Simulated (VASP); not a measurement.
# Si (P-4m2) in VASP: relaxation of cell and atoms with PBE

Aim: the relaxation of cell and atoms of Si with PBE.

Program: VASP 6.6.1. These are calculated values, not measurements. Logs are shortened: lines on timing, memory, paths and dates and some standing lists are left out, and cuts for length are marked.

**1. The cell of the first run**

Symmetry: P-4m2, No. 115, tetragonal system. Conventional cell: a = 5.249 Å, b = 5.249 Å, c = 4.940 Å, α = 90.00°, β = 90.00°, γ = 90.00°. Si (site symmetry m) has 5 Si at 2.34 to 2.91 Å within 3.1 Å. Si (site symmetry -4m2) has 4 Si at 2.37 Å within 3.1 Å.

The cell was built from a structure type or drawn by symmetry, and may not be a known phase.

**2. Relaxation of cell and atoms, PBE**

INCAR

```
SYSTEM = Si
PREC = Accurate ; ENCUT = 600
EDIFF = 1E-7 ; ISMEAR = 0
SIGMA = 0.02 ; LREAL = .FALSE.
LASPH = .TRUE. ; NELM = 100
ALGO = Normal ; ISIF = 3
LWAVE = .FALSE. ; LCHARG = .FALSE.
GGA = PE ; IBRION = 2
NSW = 100 ; EDIFFG = -0.01
```

KPOINTS

```
regular mesh
0
G
  6 6 6
  0 0 0
```

POSCAR

```
Si
1.0
    5.2486297609      0.0000000000      0.0000000000
    0.0000000000      5.2486297609      0.0000000000
    0.0000000000      0.0000000000      4.9399911141
Si
5
Direct
    0.0000000000      0.2770168100      0.6223533651
    0.2770168100      0.0000000000      0.3776466349
    0.7229831900      0.0000000000      0.3776466349
    0.0000000000      0.7229831900      0.6223533651
    0.0000000000      0.0000000000      0.0000000000
```

Potentials or basis: VASP PAW PBE potentials, release 64 (Si).

The run is started by

```bash
cat potpaw_PBE.64/Si/POTCAR > POTCAR
mpirun -np 1 vasp_std > vasp.out
```

OUTCAR:

```text
SYSTEM = Si
   PREC = Accurate
   ENCUT = 600
   EDIFF = 1E-7
   ISMEAR = 0
   LREAL = .FALSE.
   LASPH = .TRUE.
   NELM = 100
   ISIF = 3
   GGA = PE
   IBRION = 2
   NSW = 100
   EDIFFG = -0.01

 ion  position               nearest neighbor table
   1  0.000  0.277  0.622-   4 2.34   5 2.37   2 2.39   3 2.39   4 2.91
   2  0.277  0.000  0.378-   3 2.34   5 2.37   4 2.39   1 2.39   3 2.91
   3  0.723  0.000  0.378-   2 2.34   5 2.37   4 2.39   1 2.39   2 2.91
   4  0.000  0.723  0.622-   1 2.34   5 2.37   3 2.39   2 2.39   1 2.91
   5  0.000  0.000  0.000-   1 2.37   2 2.37   3 2.37   4 2.37

  LATTYP: Found a simple tetragonal cell.
 ALAT       =     5.2486297609
 C/A-ratio  =     0.9411963387

  Lattice vectors:

 A1 = (   5.2486297609,   0.0000000000,   0.0000000000)
 A2 = (   0.0000000000,   5.2486297609,   0.0000000000)
 A3 = (   0.0000000000,   0.0000000000,   4.9399911141)

Analysis of symmetry for initial positions (statically):
=====================================================================
 Subroutine PRICEL returns:
 Original cell was already a primitive cell.

 Routine SETGRP: Setting up the symmetry group for a
 simple tetragonal supercell.

 Subroutine GETGRP returns: Found  8 space group operations
 (whereof  8 operations were pure point group operations)
 out of a pool of 16 trial point group operations.

The static configuration has the point symmetry D_2d.

Analysis of symmetry for dynamics (positions and initial velocities):
=====================================================================
 Subroutine PRICEL returns:
 Original cell was already a primitive cell.

 Routine SETGRP: Setting up the symmetry group for a
 simple tetragonal supercell.

 Subroutine GETGRP returns: Found  8 space group operations
 (whereof  8 operations were pure point group operations)
 out of a pool of 16 trial point group operations.

The dynamic configuration has the point symmetry D_2d.

 Subroutine INISYM returns: Found  8 space group operations
 (whereof  8 operations are pure point group operations),
 and found     1 'primitive' translations

----------------------------------------------------------------------------------------

                                     Primitive cell

  volume of cell :     136.0874

  direct lattice vectors                    reciprocal lattice vectors
     5.248629761  0.000000000  0.000000000     0.190525917  0.000000000  0.000000000
     0.000000000  5.248629761  0.000000000     0.000000000  0.190525917  0.000000000
     0.000000000  0.000000000  4.939991114     0.000000000  0.000000000  0.202429514

  length of vectors
     5.248629761  5.248629761  4.939991114     0.190525917  0.190525917  0.202429514

  position of ions in fractional coordinates (direct lattice)
     0.000000000  0.277016810  0.622353365
     0.277016810  0.000000000  0.377646635
     0.722983190  0.000000000  0.377646635
     0.000000000  0.722983190  0.622353365
     0.000000000  0.000000000  0.000000000

  ion indices of the primitive-cell ions
   primitive index   ion index
                 1           1
                 2           2
                 3           3
                 4           4
                 5           5

----------------------------------------------------------------------------------------

 KPOINTS: regular mesh

Automatic generation of k-mesh.
 Grid dimensions read from file:
 generate k-points for:    6    6    6

 Generating k-lattice:

  Cartesian coordinates                     Fractional coordinates (reciprocal lattice)
     0.031754320  0.000000000  0.000000000     0.166666667  0.000000000  0.000000000
     0.000000000  0.031754320  0.000000000     0.000000000  0.166666667  0.000000000
     0.000000000  0.000000000  0.033738252     0.000000000  0.000000000  0.166666667

  Length of vectors
     0.031754320  0.031754320  0.033738252

  Shift w.r.t. Gamma in fractional coordinates (k-lattice)
     0.000000000  0.000000000  0.000000000

 Subroutine IBZKPT returns following result:
 ===========================================

 Found     40 irreducible k-points:

 Following reciprocal coordinates:
            Coordinates               Weight
  0.000000  0.000000  0.000000      1.000000
  0.166667  0.000000  0.000000      4.000000
  0.333333  0.000000  0.000000      4.000000
  0.500000  0.000000  0.000000      2.000000
  0.166667  0.166667  0.000000      4.000000
  0.333333  0.166667  0.000000      8.000000
[... 16 lines left out ...]
  0.333333  0.000000  0.333333      8.000000
  0.500000  0.000000  0.333333      4.000000
 [... further k-points ...]
   k-points           NKPTS =     40   k-points in BZ     NKDIM =     40   number of bands    NBANDS=     14
   number of dos      NEDOS =    301   number of ions     NIONS =      5
   total plane-waves  NPLWV =  70560
   dimension x,y,z NGX =    42 NGY =   42 NGZ =   40
   dimension x,y,z NGXF=    84 NGYF=   84 NGZF=   80
   ions per type =               5
   NGX,Y,Z   is equivalent  to a cutoff of  13.30, 13.30, 13.46 a.u.
   NGXF,Y,Z  is equivalent  to a cutoff of  26.61, 26.61, 26.92 a.u.
 SYSTEM =  Si
   PREC   = accura    normal or accurate (medium, high low for compatibility)
   ISTART =      0    job   : 0-new  1-cont  2-samecut
   ICHARG =      2    charge: 1-file 2-atom 10-const
   ISPIN  =      1    spin polarized calculation?
   LNONCOLLINEAR =      F non collinear calculations
   LSORBIT =      F    spin-orbit coupling
   LASPH  =      T    aspherical Exc in radial PAW
   ENCUT  =  600.0 eV  44.10 Ry    6.64 a.u.  10.48 10.48  9.87*2*pi/ulx,y,z
   NELM   =    100;   NELMIN=  2; NELMDL= -5     # of ELM steps
   EDIFF  = 0.1E-06   stopping-criterion for ELM
   LREAL  =      F    real-space projection
   EDIFFG = -.1E-01   stopping-criterion for IOM
   NSW    =    100    number of steps for IOM
   IBRION =      2    ionic relax: 0-MD 1-quasi-New 2-CG
   NFREE  =      1    steps in history (QN), initial steepest desc. (CG)
   ISIF   =      3    stress and relaxation
   ISYM   =      2    0-nonsym 1-usesym 2-fastsym
   POTIM  = 0.5000    time-step for ionic-motion
   TEBEG  =    0.0;   TEEND  =   0.0 temperature during run
   PSTRESS=    0.0 pullay stress
   NELECT =      20.0000    total number of electrons
   NUPDOWN=      -1.0000    fix difference up-down
   EMIN   =  10.00;   EMAX   =-10.00  energy-range for DOS
   EFERMI =   0.00;   METHOD = LEGACY
   ISMEAR =     0;   SIGMA  =   0.02  broadening in eV -4-tet -1-fermi 0-gaus
   EFERMI_NEDOS =   21; number of points for ismear=-14 and -15
   IALGO  =     38    algorithm
   IMIX   =      4    mixing-type and parameters
     AMIX     =   0.40;   BMIX     =  1.00
     AMIX_MAG =   1.60;   BMIX_MAG =  1.00
  volume/ion in A,a.u.               =      27.22       183.67
  Fermi-wavevector in a.u.,A,eV,Ry     =   0.863931  1.632592 10.155061  0.746376
  Thomas-Fermi vector in A             =   1.981953
   LORBIT       =      0    0 simple, 1 ext, 2 COOP (PROOUT), +10 PAW based schemes
   GGA     = PE    functional components
   LHFCALC =     F    Hartree Fock is set to
   AEXX    =    0.0000 exact exchange contribution
   IVDW    =     0    specifies the selected vdW correction
   LEPSILON=     F    determine dielectric tensor
   LRPA    =     F    only Hartree local field effects (RPA)
 conjugate gradient relaxation of ions
 non-spin polarized calculation
 Gauss-broadening in eV      SIGMA  =   0.02
  energy-cutoff  :      600.00
  volume of cell :      136.09
 maximum number of plane-waves:      4564
 NGX is ok and might be reduce to    42
   NGX = 21   NGY = 21   NGZ = 19

--------------------------------------- Ionic step        1  -------------------------------------------

 number of electron      20.0000001 magnetization

 Free energy of the ion-electron system (eV)
  ---------------------------------------------------
  ext. energy  EPLUGINS =         0.00000000
  ---------------------------------------------------
  free energy    TOTEN  =       -25.56780284 eV

  energy without entropy =      -25.56780284  energy(sigma->0) =      -25.56780284

------------------------ aborting loop because EDIFF is reached ----------------------------------------

  FORCE on cell =-STRESS in cart. coord.  units (eV):
  Direction    XX          YY          ZZ          XY          YZ          ZX
  --------------------------------------------------------------------------------------
  -------------------------------------------------------------------------------------
  Total        0.0942341      0.0942341      0.0657008      0.0000000      0.0000000      0.0000000
  in kB        1.1094321      1.1094321      0.7735053      0.0000000      0.0000000      0.0000000
  external PRESSURE =       0.9974565 kB  Pullay stress =       0.0000000 kB
[... 102 lines left out ...]
  energy  without entropy=      -25.5682868363  energy(sigma->0) =      -25.56828684

--------------------------------------- Ionic step        4  -------------------------------------------

 number of electron      20.0000001 magnetization

 Free energy of the ion-electron system (eV)
  ---------------------------------------------------
  ext. energy  EPLUGINS =         0.00000000
  ---------------------------------------------------
  free energy    TOTEN  =       -25.56829596 eV

  energy without entropy =      -25.56829596  energy(sigma->0) =      -25.56829596

 E-fermi :   3.0323     XC(G=0):  -7.6974

 val. band max:        2.9155351339   @ k =   0.0000   0.0000   0.5000
 cond. band min:       3.8986467217   @ k =   0.0000   0.0000   0.5000
 fundamental gap:      0.9831115878
 Fermi energy:         3.0323357049

 k-point     1 :       0.0000    0.0000    0.0000
  band No.  band energies     occupation
      1      -8.8955      2.00000
      2      -4.1821      2.00000
      3      -3.0653      2.00000
      4      -2.8808      2.00000
      5      -2.8808      2.00000
      6      -1.5742      2.00000
      7      -1.4227      2.00000
      8       2.2732      2.00000
      9       2.2732      2.00000
     10       2.6893      2.00000
     11       4.6385      0.00000
     12       4.6385      0.00000
     13       5.4463      0.00000
     14       5.5920      0.00000
[... 375 lines left out ...]
 k-point    24 :       0.5000    0.0000    0.3333
  band No.  band energies     occupation
      1      -8.1225      2.00000
      2      -5.5437      2.00000
      3      -5.3458      2.00000
      4      -2.4130      2.00000
      5      -2.2413      2.00000
      6      -0.4549      2.00000
      7       1.0117      2.00000
      8       1.3027      2.00000
      9       1.5083      2.00000
     10       2.1797      2.00000
     11       4.6516      0.00000
     12       5.0643      0.00000
     13       5.1919      0.00000
     14       6.2638      0.00000

 [... further k-points ...]

------------------------ aborting loop because EDIFF is reached ----------------------------------------

  FORCE on cell =-STRESS in cart. coord.  units (eV):
  Direction    XX          YY          ZZ          XY          YZ          ZX
  --------------------------------------------------------------------------------------
  -------------------------------------------------------------------------------------
  Total       -0.0247779     -0.0247779     -0.0350641      0.0000000      0.0000000      0.0000000
  in kB       -0.2908113     -0.2908113     -0.4115366      0.0000000      0.0000000      0.0000000
  external PRESSURE =      -0.3310530 kB  Pullay stress =       0.0000000 kB
[... 20 lines left out ...]
  FREE ENERGIE OF THE ION-ELECTRON SYSTEM (eV)
  ---------------------------------------------------
  free  energy   TOTEN  =       -25.5682959637 eV

  energy  without entropy=      -25.5682959637  energy(sigma->0) =      -25.56829596

 reached required accuracy - stopping structural energy minimisation
```

Wall time 3.9 min (1 thread of Intel Xeon Platinum 8375C at 2.90GHz (Ice Lake), shared host); peak memory 0.28 GiB.

Results:

```yaml
Free_energy: -25.5683 eV
Relaxed_volume: 27.30 Å³/atom
Relaxed_cell: a = 5.254 Å, b = 5.254 Å, c = 4.945 Å, α = 90.00°, β = 90.00°, γ = 90.00°
Space_group_after_relaxing_to_0.1_Å: P-4m2 (No. 115)
Energy_gained_by_relaxing: 0.1 meV/atom
Ionic_steps: 4
Pressure_after_relaxing: 0.0 GPa
Largest_force_after_relaxing: 0.005 eV/Å
Band_gap_on_the_k_mesh: 0.98 eV
```

Forces on the atoms (eV/Å):
```
Si   0.000 -0.005 -0.002
Si  -0.005  0.000  0.002
Si   0.005  0.000  0.002
Si   0.000  0.005 -0.002
Si   0.000  0.000  0.000
```

The path:
| step | energy change (eV) | largest force (eV/Å) | pressure (GPa) | volume (Å³) |
| --- | --- | --- | --- | --- |
| 1 | 0.0000 | 0.0738 | 0.10 | 136.09 |
| 2 | -0.0004 | 0.0308 | 0.03 | 136.42 |
| 3 | -0.0005 | 0.0085 | 0.05 | 136.34 |
| 4 | -0.0005 | 0.0050 | -0.03 | 136.51 |

Final structure:
```xyz
5
Lattice="5.2539 0.0000 0.0000 0.0000 5.2539 0.0000 0.0000 0.0000 4.9453" Properties=species:S:1:pos:R:3 pbc="T T T"
Si    5.2539    1.4530    3.0767
Si    1.4530    0.0000    1.8686
Si    3.8009    0.0000    1.8686
Si    5.2539    3.8009    3.0767
Si    5.2539    0.0000    4.9453
```

Levels at points of the mesh, in eV from the valence-band top:
| k point | band 6 | band 7 | band 8 | band 9 | band 10 | band 11 | band 12 | band 13 | band 14 |
| --- | --- | --- | --- | --- | --- | --- | --- | --- | --- |
| (0.00, 0.00, 0.00) | -4.49 | -4.34 | -0.64 | -0.64 | -0.23 | 1.72 | 1.72 | 2.53 | 2.68 |
| (0.50, 0.00, 0.00) | -4.23 | -2.10 | -1.57 | -1.34 | -0.34 | 1.83 | 1.91 | 2.24 | 2.25 |
| (0.50, 0.50, 0.00) | -2.75 | -1.70 | -1.70 | -1.23 | -1.23 | 1.83 | 2.19 | 2.31 | 2.31 |
| (0.00, 0.00, 0.50) | -4.74 | -2.52 | -2.52 | -1.19 | 0.00 | 0.98 | 2.86 | 3.00 | 3.00 |
| (0.50, 0.00, 0.50) | -3.65 | -2.28 | -1.35 | -0.75 | -0.65 | 1.98 | 2.21 | 2.38 | 3.06 |
| (0.50, 0.50, 0.50) | -3.38 | -2.47 | -0.39 | -0.39 | -0.12 | 1.29 | 2.05 | 2.32 | 3.43 |
